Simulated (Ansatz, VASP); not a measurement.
## InSe: VASP beside Ansatz

```
In Se
1.0
     4.05000    0.00000    0.00000
    -2.02500    3.50740    0.00000
     0.00000    0.00000   16.93000
In Se
4 4
Direct
  0.33333 0.66667 0.15700
  0.66667 0.33333 0.65700
  0.33333 0.66667 0.34300
  0.66667 0.33333 0.84300
  0.33333 0.66667 0.60200
  0.66667 0.33333 0.10200
  0.33333 0.66667 0.89800
  0.66667 0.33333 0.39800
```

Alike in both runs: task relaxation of cell and atoms; functional PBEsol; dispersion D3(BJ); k mesh 6 × 6 × 2; occupations gaussian, width 0.1 eV; no spin polarisation.

|  | VASP | Ansatz |
| --- | --- | --- |
| version | VASP 6.6.1 | Ansatz 0.2.0 |
| potentials or method | VASP PAW PBE potentials, release 64 (In_d, Se), cutoff 600 eV | scalar-relativistic, plane waves, PAW |
| valence electrons in the cell | 76 | 116 |

```tsv
	VASP	Ansatz	Ansatz less VASP
gap on the k mesh at the Fermi level, each at its own relaxed structure (eV)	0.40	0.39	-0.005
relaxed volume (Å³/atom)	27.65	27.72	+0.069
relaxed cell length with the largest relative difference (Å)	16.291	16.316	+0.0249
```

VASP's potentials were made for PBE, not for PBEsol, and Ansatz warns of the same on its side. VASP's potentials hold 76 valence electrons a cell and Ansatz's 116, so a difference there can come from the potentials and not from the codes.
